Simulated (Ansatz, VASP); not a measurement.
Two plane-wave programs on Ti3Al

```xyz
4
Lattice="3.0765 0.0000 0.0000 -1.5383 2.6644 0.0000 0.0000 0.0000 8.0944" Properties=species:S:1:pos:R:3 pbc="T T T"
Ti    1.5383    0.8881    0.0000
Ti    0.0000    1.7762    6.0803
Ti    0.0000    1.7762    2.0141
Al    1.5383    0.8881    4.0472
```

Alike in both runs: task single point; functional PBEsol; k mesh 18 × 18 × 6; occupations gaussian, width 0.15 eV; no spin polarisation.

|  | VASP | Ansatz |
| --- | --- | --- |
| version | VASP 6.6.1 | Ansatz 0.2.0 |
| potentials or method | VASP PAW PBE potentials, release 64 (Ti_sv, Al), cutoff 520 eV | scalar-relativistic, plane waves, PAW |
| valence electrons in the cell | 39 | 39 |

Ansatz gave:

```
gap on the k mesh at the Fermi level (eV)                     : none
pressure (GPa)                                                : 2.5
traceless stress, the component that is largest in VASP (GPa) : 14.88
rms of the force components (eV/Å)                            : 0.013
```

Problem. Estimate VASP's values.

Solution. gap on the k mesh at the Fermi level (eV): none; pressure (GPa): 2.4; traceless stress, the component that is largest in VASP (GPa): 14.87; rms of the force components (eV/Å): 0.019.

VASP's potentials were made for PBE, not for PBEsol, and Ansatz warns of the same on its side. Atom by atom the forces differ by 0.006 eV/Å (rms over components). A gap of «none» marks a metal or a gap that the smearing closes. With one functional, cell and mesh, what is left measures potentials, basis and numerics.
